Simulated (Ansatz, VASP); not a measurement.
**One calculation of Ag, two programs**

File INCAR:

```
SYSTEM = Ag
PREC = Accurate ; ENCUT = 520
EDIFF = 1E-6 ; ISMEAR = 0
SIGMA = 0.15 ; LREAL = .FALSE.
LASPH = .TRUE. ; NELM = 60
ALGO = Normal ; ISIF = 2
LWAVE = .FALSE. ; LCHARG = .FALSE.
GGA = PS ; NBANDS = 12
```

The input KPOINTS:

```
Automatic mesh
0
G
  20 20 20
  0 0 0
```

The input POSCAR:

```
Ag
1.0
    0.0000000000      2.2065480000      1.8796520000
    2.2065480000      0.0000000000      1.8796520000
    2.2065480000      2.2065480000      0.0000000000
Ag
1
Direct
    0.0000000000      0.0000000000      0.0000000000
```

Input for Ansatz:

```yaml
crystal:
  lattice:
    - [0.0, 2.206548, 1.879652]
    - [2.206548, 0.0, 1.879652]
    - [2.206548, 2.206548, 0.0]
  atoms:
    - { symbol: Ag, position: [0.0, 0.0, 0.0] }
basis:
  ecutwfc: 420
kpoints:
  mp_grid: { grid: [20, 20, 20] }
hamiltonian:
  xc: pbesol
scf:
  occupations: { method: gaussian, width: 0.15 }
output:
  forces: true
  stress: true
  eigenvalues: true
  write_density: true
  write_potential: true
  elf: true
  volumetric_format: npy
```

Change from the starting cell: strain +0.080 along x and y, -0.080 along z, atoms carried along.

Alike in both runs: task single point; functional PBEsol; k mesh 20 × 20 × 20; occupations gaussian, width 0.15 eV; no spin polarisation.

|  | VASP | Ansatz |
| --- | --- | --- |
| version | VASP 6.6.1 | Ansatz 0.2.0 |
| potentials or method | VASP PAW PBE potentials, release 64 (Ag), cutoff 520 eV | scalar-relativistic, plane waves, PAW |
| valence electrons in the cell | 11 | 19 |

```csv
,VASP,Ansatz,Ansatz less VASP
gap on the k mesh at the Fermi level (eV),none,none,-
pressure (GPa),-8.2,-8.1,+0.11
"traceless stress, the component that is largest in VASP (GPa)",1.25,1.26,+0.011
```

VASP's potentials were made for PBE, not for PBEsol. A gap of «none» marks a metal or a gap that the smearing closes. With one functional, cell and mesh, what is left measures potentials, basis and numerics. VASP's potentials hold 11 valence electrons a cell and Ansatz's 19, so a difference there can come from the potentials and not from the codes.
